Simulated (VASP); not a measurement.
A run of VASP 6.6.1 is set up as follows.

INCAR

```
ALGO = Normal
EDIFF = 1E-6
ENCUT = 520
GGA = PE
ISIF = 2
ISMEAR = -1
LASPH = T
LCHARG = F
LREAL = F
LWAVE = F
NBANDS = 14
NELM = 80
PREC = Accurate
SIGMA = 0.08
```

KPOINTS

```
k-points
0
Gamma
  16 16 16
```

POSCAR

```
Rh
1.0
    0.0000000000      1.9265732643      1.9265732643
    1.9265732643      0.0000000000      1.9265732643
    1.9265732643      1.9265732643      0.0000000000
Rh
1
Direct
    0.0000000000      0.0000000000      0.0000000000
```

Potentials or basis: VASP PAW PBE potentials, release 64 (Rh_pv).

The run is started by

```sh
$ cat potpaw_PBE.64/Rh_pv/POTCAR > POTCAR
$ mpirun -np 1 vasp_std > vasp.out
```

**Question.** Predict the pressure.

**Answer.** -4.1 GPa.
